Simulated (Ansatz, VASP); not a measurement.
**One calculation of BN, two programs**

```xyz
2
Lattice="0.0000 1.8048 1.8048 1.8048 0.0000 1.8048 1.8048 1.8048 0.0000" Properties=species:S:1:pos:R:3 pbc="T T T"
B     0.0000    0.0000    0.0000
N     0.9024    0.9024    0.9024
```

Alike in both runs: task single point; functional r2SCAN; k mesh 8 × 8 × 8; no spin polarisation.

```csv
,VASP,Ansatz
version,VASP 6.6.1,Ansatz 0.2.0
potentials or method,"VASP PAW PBE potentials, release 64 (B_h, N_h)",plane waves
plane-wave cutoff (eV),1460,500
occupations,"gaussian, width 0.01 eV",fixed
valence electrons in the cell,8,8
```

```tsv
	VASP	Ansatz	Ansatz less VASP
gap on the k mesh at the Fermi level (eV)	5.00	5.00	+0.005
pressure (GPa)	-0.4	0.0	+0.46
```

VASP's potentials were made for PBE, not for r2SCAN.
